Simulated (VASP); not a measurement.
# Bi (R-3m) in VASP: a series of runs

Bi is run at these levels: LDA; tasks: single point, relaxation of volume and atoms at fixed shape.

All numbers are computed with VASP 6.6.1; they aren't measurements. Logs are shortened: lines on timing, memory, paths and dates and some standing lists are left out, and cuts for length are marked.

## 1. The cell of the first run

Symmetry: R-3m, No. 166, trigonal system. The conventional cell has a = 4.482 Å, b = 4.482 Å, c = 11.675 Å, α = 90.00°, β = 90.00°, γ = 120.00°. Bi (site symmetry 3m) has 6 Bi at 3.04 to 3.46 Å within 4.0 Å.

## 2. Single point, LDA

INCAR

```
SYSTEM = Bi
PREC = Accurate ; ENCUT = 520
EDIFF = 1E-6 ; ISMEAR = 0
SIGMA = 0.1 ; LREAL = .FALSE.
LASPH = .TRUE. ; NELM = 80
ALGO = Normal ; ISIF = 2
LWAVE = .FALSE. ; LCHARG = .FALSE.
GGA = CA ; NBANDS = 22
```

KPOINTS

```
regular mesh
0
G
  6 6 6
  0 0 0
```

POSCAR

```
Bi
1.0
    2.2409003093      1.2937845615      3.8918039804
   -2.2409003093      1.2937845615      3.8918039804
    0.0000000000     -2.5875686289      3.8918041447
Bi
2
Direct
    0.2350763966      0.2350763966      0.2350763966
    0.7649236034      0.7649236034      0.7649236034
```

Potentials or basis: VASP PAW LDA potentials, release 64 (Bi_d).

Started as:

```console
cat potpaw_LDA.64/Bi_d/POTCAR > POTCAR
mpirun -np 1 vasp_std > vasp.out
```

OUTCAR:

```text
SYSTEM = Bi
   PREC = Accurate
   ENCUT = 520
   EDIFF = 1E-6
   ISMEAR = 0
   LREAL = .FALSE.
   LASPH = .TRUE.
   NELM = 80
   ISIF = 2
   GGA = CA

 ion  position               nearest neighbor table
   1  0.235  0.235  0.235-   2 3.04   2 3.04   2 3.04   2 3.46   2 3.46   2 3.46
   2  0.765  0.765  0.765-   1 3.04   1 3.04   1 3.04   1 3.46   1 3.46   1 3.46

  LATTYP: Found a trigonal (rhomboedric) cell.
 ALAT       =     4.6735052059
 COS(alpha) =     0.5401781471

  Lattice vectors:

 A1 = (   2.2409003093,   1.2937845615,   3.8918039804)
 A2 = (  -2.2409003093,   1.2937845615,   3.8918039804)
 A3 = (   0.0000000000,  -2.5875686289,   3.8918041447)

Analysis of symmetry for initial positions (statically):
=====================================================================
 Subroutine PRICEL returns:
 Original cell was already a primitive cell.

 Routine SETGRP: Setting up the symmetry group for a
 trigonal (rhombohedral) supercell.

 Subroutine GETGRP returns: Found 12 space group operations
 (whereof 12 operations were pure point group operations)
 out of a pool of 12 trial point group operations.

The static configuration has the point symmetry D_3d.

Analysis of symmetry for dynamics (positions and initial velocities):
=====================================================================
 Subroutine PRICEL returns:
 Original cell was already a primitive cell.

 Routine SETGRP: Setting up the symmetry group for a
 trigonal (rhombohedral) supercell.

 Subroutine GETGRP returns: Found 12 space group operations
 (whereof 12 operations were pure point group operations)
 out of a pool of 12 trial point group operations.

The dynamic configuration has the point symmetry D_3d.

 Subroutine INISYM returns: Found 12 space group operations
 (whereof 12 operations are pure point group operations),
 and found     1 'primitive' translations

----------------------------------------------------------------------------------------

                                     Primitive cell

  volume of cell :      67.6997

  direct lattice vectors                    reciprocal lattice vectors
     2.240900309  1.293784562  3.891803980     0.223124607  0.128821055  0.085650076
    -2.240900309  1.293784562  3.891803980    -0.223124607  0.128821055  0.085650076
     0.000000000 -2.587568629  3.891804145     0.000000000 -0.257642100  0.085650093

  length of vectors
     4.673505206  4.673505206  4.673505206     0.271505782  0.271505782  0.271505782

  position of ions in fractional coordinates (direct lattice)
     0.235076397  0.235076397  0.235076397
     0.764923603  0.764923603  0.764923603

  ion indices of the primitive-cell ions
   primitive index   ion index
                 1           1
                 2           2

----------------------------------------------------------------------------------------

 KPOINTS: regular mesh

Automatic generation of k-mesh.
 Grid dimensions read from file:
 generate k-points for:    6    6    6

 Generating k-lattice:

  Cartesian coordinates                     Fractional coordinates (reciprocal lattice)
     0.037187434  0.021470176  0.014275013     0.166666667  0.000000000  0.000000000
    -0.037187434  0.021470176  0.014275013     0.000000000  0.166666667  0.000000000
     0.000000000 -0.042940350  0.014275015     0.000000000  0.000000000  0.166666667

  Length of vectors
     0.045250964  0.045250964  0.045250964

  Shift w.r.t. Gamma in fractional coordinates (k-lattice)
     0.000000000  0.000000000  0.000000000

 Subroutine IBZKPT returns following result:
 ===========================================

 Found     32 irreducible k-points:

 Following reciprocal coordinates:
            Coordinates               Weight
  0.000000  0.000000  0.000000      1.000000
  0.166667 -0.000000  0.000000      6.000000
  0.333333  0.000000 -0.000000      6.000000
  0.500000  0.000000  0.000000      3.000000
  0.166667  0.166667  0.000000      6.000000
  0.333333  0.166667  0.000000     12.000000
[... 16 lines left out ...]
  0.500000  0.500000  0.166667      6.000000
 -0.333333  0.500000  0.166667     12.000000
 [... further k-points ...]
   k-points           NKPTS =     32   k-points in BZ     NKDIM =     32   number of bands    NBANDS=     22
   number of dos      NEDOS =    301   number of ions     NIONS =      2
   total plane-waves  NPLWV =  46656
   dimension x,y,z NGX =    36 NGY =   36 NGZ =   36
   dimension x,y,z NGXF=    72 NGYF=   72 NGZF=   72
   ions per type =               2
   NGX,Y,Z   is equivalent  to a cutoff of  12.81, 12.81, 12.81 a.u.
   NGXF,Y,Z  is equivalent  to a cutoff of  25.61, 25.61, 25.61 a.u.
 SYSTEM =  Bi
   PREC   = accura    normal or accurate (medium, high low for compatibility)
   ISTART =      0    job   : 0-new  1-cont  2-samecut
   ICHARG =      2    charge: 1-file 2-atom 10-const
   ISPIN  =      1    spin polarized calculation?
   LNONCOLLINEAR =      F non collinear calculations
   LSORBIT =      F    spin-orbit coupling
   LASPH  =      T    aspherical Exc in radial PAW
   ENCUT  =  520.0 eV  38.22 Ry    6.18 a.u.   8.69  8.69  8.69*2*pi/ulx,y,z
   NELM   =     80;   NELMIN=  2; NELMDL= -5     # of ELM steps
   EDIFF  = 0.1E-05   stopping-criterion for ELM
   LREAL  =      F    real-space projection
   EDIFFG = 0.1E-04   stopping-criterion for IOM
   NSW    =      0    number of steps for IOM
   IBRION =     -1    ionic relax: 0-MD 1-quasi-New 2-CG
   NFREE  =      0    steps in history (QN), initial steepest desc. (CG)
   ISIF   =      2    stress and relaxation
   ISYM   =      2    0-nonsym 1-usesym 2-fastsym
   POTIM  = 0.5000    time-step for ionic-motion
   TEBEG  =    0.0;   TEEND  =   0.0 temperature during run
   PSTRESS=    0.0 pullay stress
   NELECT =      30.0000    total number of electrons
   NUPDOWN=      -1.0000    fix difference up-down
   EMIN   =  10.00;   EMAX   =-10.00  energy-range for DOS
   EFERMI =   0.00;   METHOD = LEGACY
   ISMEAR =     0;   SIGMA  =   0.10  broadening in eV -4-tet -1-fermi 0-gaus
   EFERMI_NEDOS =   21; number of points for ismear=-14 and -15
   IALGO  =     38    algorithm
   IMIX   =      4    mixing-type and parameters
     AMIX     =   0.40;   BMIX     =  1.00
     AMIX_MAG =   1.60;   BMIX_MAG =  1.00
  volume/ion in A,a.u.               =      33.85       228.43
  Fermi-wavevector in a.u.,A,eV,Ry     =   1.248110  2.358587 21.194880  1.557780
  Thomas-Fermi vector in A             =   2.382212
   LORBIT       =      0    0 simple, 1 ext, 2 COOP (PROOUT), +10 PAW based schemes
   GGA     = CA    functional components
   LHFCALC =     F    Hartree Fock is set to
   AEXX    =    0.0000 exact exchange contribution
   IVDW    =     0    specifies the selected vdW correction
   LEPSILON=     F    determine dielectric tensor
   LRPA    =     F    only Hartree local field effects (RPA)
 non-spin polarized calculation
 Gauss-broadening in eV      SIGMA  =   0.10
  energy-cutoff  :      520.00
  volume of cell :       67.70
 maximum number of plane-waves:      1851
   NGX = 17   NGY = 17   NGZ = 17

 number of electron      30.0000007 magnetization

 Free energy of the ion-electron system (eV)
  ---------------------------------------------------
  ext. energy  EPLUGINS =         0.00000000
  ---------------------------------------------------
  free energy    TOTEN  =        -9.14399367 eV

  energy without entropy =       -9.14160892  energy(sigma->0) =       -9.14280129

 E-fermi :   6.4804     XC(G=0):  -9.9795

 val. band max:        6.4551596322   @ k =  -0.3333   0.5000   0.3333
 cond. band min:       6.9622498363   @ k =   0.5000   0.0000   0.0000
 fundamental gap:      0.5070902041
 Fermi energy:         6.4804015702

 k-point     1 :       0.0000    0.0000    0.0000
  band No.  band energies     occupation
      1     -16.4052      2.00000
      2     -16.4052      2.00000
      3     -16.2334      2.00000
      4     -16.2334      2.00000
      5     -16.2189      2.00000
      6     -16.0243      2.00000
[... 14 lines left out ...]
     21      12.3406      0.00000
     22      12.8331      0.00000

 k-point     2 :       0.1667   -0.0000    0.0000
  band No.  band energies     occupation
      1     -16.3820      2.00000
      2     -16.3763      2.00000
      3     -16.2235      2.00000
      4     -16.2163      2.00000
      5     -16.2033      2.00000
      6     -16.0393      2.00000
[... 14 lines left out ...]
     21      12.7182      0.00000
     22      14.6786      0.00000

 k-point     3 :       0.3333    0.0000   -0.0000
  band No.  band energies     occupation
      1     -16.3254      2.00000
      2     -16.2978      2.00000
      3     -16.2028      2.00000
      4     -16.1720      2.00000
      5     -16.1592      2.00000
      6     -16.0885      2.00000
[... 14 lines left out ...]
     21      14.1447      0.00000
     22      17.0643      0.00000

 k-point     4 :       0.5000    0.0000    0.0000
  band No.  band energies     occupation
      1     -16.2871      2.00000
      2     -16.2132      2.00000
      3     -16.1898      2.00000
      4     -16.1688      2.00000
      5     -16.1267      2.00000
      6     -16.1107      2.00000
[... 14 lines left out ...]
     21      15.7860      0.00000
     22      16.0183      0.00000

 k-point     5 :       0.1667    0.1667    0.0000
  band No.  band energies     occupation
      1     -16.4013      2.00000
      2     -16.3467      2.00000
      3     -16.2339      2.00000
      4     -16.2071      2.00000
      5     -16.1953      2.00000
      6     -16.0460      2.00000
[... 417 lines left out ...]
 k-point    22 :      -0.1667    0.3333    0.1667
  band No.  band energies     occupation
      1     -16.3589      2.00000
      2     -16.2206      2.00000
      3     -16.2055      2.00000
      4     -16.1634      2.00000
      5     -16.1382      2.00000
      6     -16.1091      2.00000
[... 14 lines left out ...]
     21      15.1608      0.00000
     22      15.8315      0.00000

 k-point    23 :       0.5000    0.5000    0.1667
  band No.  band energies     occupation
      1     -16.3700      2.00000
      2     -16.2579      2.00000
      3     -16.2319      2.00000
      4     -16.1498      2.00000
      5     -16.1415      2.00000
      6     -16.0871      2.00000
[... 14 lines left out ...]
     21      15.9561      0.00000
     22      17.0465      0.00000

 k-point    24 :      -0.3333    0.5000    0.1667
  band No.  band energies     occupation
      1     -16.3561      2.00000
      2     -16.2551      2.00000
      3     -16.2163      2.00000
      4     -16.1593      2.00000
      5     -16.1177      2.00000
      6     -16.1067      2.00000
[... 14 lines left out ...]
     21      16.7611      0.00000
     22      16.9856      0.00000

 [... further k-points ...]
[... 5 lines left out ...]
  --------------------------------------------------------------------------------------
  -------------------------------------------------------------------------------------
  Total        0.0620507      0.0620507     -0.0150363      0.0000000     -0.0000000      0.0000000
  in kB        1.4684876      1.4684876     -0.3558479      0.0000000     -0.0000001      0.0000000
  external PRESSURE =       0.8603758 kB  Pullay stress =       0.0000000 kB

 VOLUME and BASIS-vectors are now :
 -----------------------------------------------------------------------------
  energy-cutoff  :      520.00
  volume of cell :       67.70
      direct lattice vectors                 reciprocal lattice vectors
     2.240900309  1.293784562  3.891803980     0.223124607  0.128821055  0.085650076
    -2.240900309  1.293784562  3.891803980    -0.223124607  0.128821055  0.085650076
     0.000000000 -2.587568629  3.891804145     0.000000000 -0.257642100  0.085650093

 POSITION                                       TOTAL-FORCE (eV/Angst)
 -----------------------------------------------------------------------------------
      0.00000      0.00000      2.74461         0.000000      0.000000      0.028220
      0.00000      0.00000      8.93080         0.000000     -0.000000     -0.028220
 -----------------------------------------------------------------------------------
    total drift:                                0.000000     -0.000000      0.000000

  FREE ENERGIE OF THE ION-ELECTRON SYSTEM (eV)
  ---------------------------------------------------
  free  energy   TOTEN  =        -9.1439936729 eV

  energy  without entropy=       -9.1416089152  energy(sigma->0) =       -9.14280129
```

Wall time 17 s (1 thread of Intel Xeon 6975P-C (Granite Rapids), shared host); peak memory 0.18 GiB.

Results:

* Free energy: -9.1440 eV
* Pressure: 0.1 GPa
* Largest force: 0.028 eV/Å
* Band gap on the k mesh: zero (band 15 reaches 6.46 eV, above the bottom of band 16 at 6.29 eV)

Forces on the atoms (eV/Å):
```
Bi   0.000  0.000  0.028
Bi   0.000  0.000 -0.028
```

Stress tensor (GPa, compression positive):
```
 0.15  0.00  0.00
 0.00  0.15  0.00
 0.00  0.00 -0.04
```

Levels at points of the mesh, in eV from the Fermi level:
```
           k point  band 12  band 13  band 14  band 15  band 16  band 17  band 18  band 19
(0.00, 0.00, 0.00)    -7.28    -1.54    -1.21    -1.21     2.68     3.09     3.09     5.66
(0.50, 0.00, 0.00)   -10.61    -1.27    -1.11    -0.22    -0.19     0.48     0.98     7.64
(0.50, 0.50, 0.00)    -9.41    -4.88    -3.15    -2.98     2.42     5.15     5.58     7.12
(0.50, 0.50, 0.50)   -10.05    -0.81    -0.53    -0.53     0.67     0.67     0.80     7.20
```

Caveat: spin-orbit coupling is left out, which moves the levels of the heavy elements.

## 3. Relaxation of volume and atoms at fixed shape, LDA

This run uses another cell than the first one, of 35.07 Å³/atom, 1.036 times its volume.

INCAR

```
SYSTEM = Bi
PREC     = Accurate       ! precision mode
ENCUT    = 600            ! plane-wave cutoff, eV
EDIFF    = 1E-6           ! SCF threshold, eV
ISMEAR   = 0              ! smearing method
SIGMA    = 0.1            ! smearing width, eV
LREAL    = .FALSE.        ! projectors in reciprocal space
LASPH    = .TRUE.         ! aspherical terms in the spheres
NELM     = 100            ! most SCF steps
ALGO     = Normal         ! electronic algorithm
ISIF     = 8              ! what is computed and relaxed
LWAVE    = .FALSE.        ! write WAVECAR
LCHARG   = .FALSE.        ! write CHGCAR
IBRION   = 2              ! ionic algorithm
NSW      = 80             ! ionic steps
EDIFFG   = -0.01          ! ionic threshold
```

KPOINTS

```
Automatic mesh
0
G
  6 6 6
  0 0 0
```

POSCAR

```
Bi
1.0
    2.2675000000      1.3091420000      3.9380000000
   -2.2675000000      1.3091420000      3.9380000000
    0.0000000000     -2.6182830000      3.9380000000
Bi
2
Direct
    0.2340000000      0.2340000000      0.2340000000
    0.7660000000      0.7660000000      0.7660000000
```

Potentials or basis: VASP PAW LDA potentials, release 64 (Bi_d).

Started as:

```console
cat potpaw_LDA.64/Bi_d/POTCAR > POTCAR
mpirun -np 1 vasp_std > vasp.out
```

It took 4 min on 1 thread of Intel Xeon 6975P-C (Granite Rapids), shared host; peak memory 0.22 GiB.

The run converged. Its results:

* Free energy: -9.1445 eV
* Relaxed volume: 33.90 Å³/atom
* Relaxed cell: a = 4.676 Å, b = 4.676 Å, c = 4.676 Å, α = 57.30°, β = 57.30°, γ = 57.30°
* Space group after relaxing (to 0.05 Å): R-3m (No. 166)
* Energy gained by relaxing: 5.2 meV/atom
* Ionic steps: 14
* Pressure after relaxing: 0.0 GPa
* Band gap on the k mesh: zero (band 15 reaches 6.44 eV, above the bottom of band 16 at 6.27 eV)

Stress tensor (GPa, compression positive):
```
 0.06  0.00  0.00
 0.00  0.06  0.00
 0.00  0.00 -0.14
```

The path:
```tsv
step	energy change (eV)	largest force (eV/Å)	pressure (GPa)	volume (Å³)
1	0.0000	0.0126	-1.40	70.14
2	-0.0052	0.1961	0.95	67.07
3	-0.0086	0.1128	-0.03	68.22
4	-0.0086	0.1165	-0.02	68.18
5	-0.0085	0.1292	0.16	68.01
6	-0.0086	0.1183	0.05	68.15
7	-0.0096	0.0781	0.09	67.99
8	-0.0101	0.0416	0.11	67.84
9	-0.0101	0.0277	0.16	67.54
10	-0.0103	0.0144	0.07	67.71
11	-0.0103	0.0020	0.05	67.67
12	-0.0103	0.0077	0.11	67.68
13	-0.0103	0.0174	-0.12	67.98
14	-0.0104	0.0002	-0.01	67.79
```

Final structure:
```yaml
crystal:
  lattice:
    - [2.24195, 1.29439, 3.89362]
    - [-2.24195, 1.29439, 3.89362]
    - [0.00000, -2.58878, 3.89362]
  atoms:
    - { symbol: Bi, position: [0.23530, 0.23530, 0.23530] }
    - { symbol: Bi, position: [0.76470, 0.76470, 0.76470] }
```

Levels at points of the mesh, in eV from the Fermi level:
```
           k point  band 12  band 13  band 14  band 15  band 16  band 17  band 18  band 19
(0.00, 0.00, 0.00)    -7.29    -1.55    -1.20    -1.20     2.70     3.09     3.09     5.65
(0.50, 0.00, 0.00)   -10.61    -1.26    -1.09    -0.22    -0.20     0.47     0.96     7.64
(0.50, 0.50, 0.00)    -9.41    -4.87    -3.15    -2.98     2.43     5.14     5.56     7.10
(0.50, 0.50, 0.50)   -10.06    -0.80    -0.52    -0.52     0.66     0.66     0.79     7.21
```

Caveat: spin-orbit coupling is left out, which moves the levels of the heavy elements. Zero-point motion and thermal expansion aren't in these numbers.
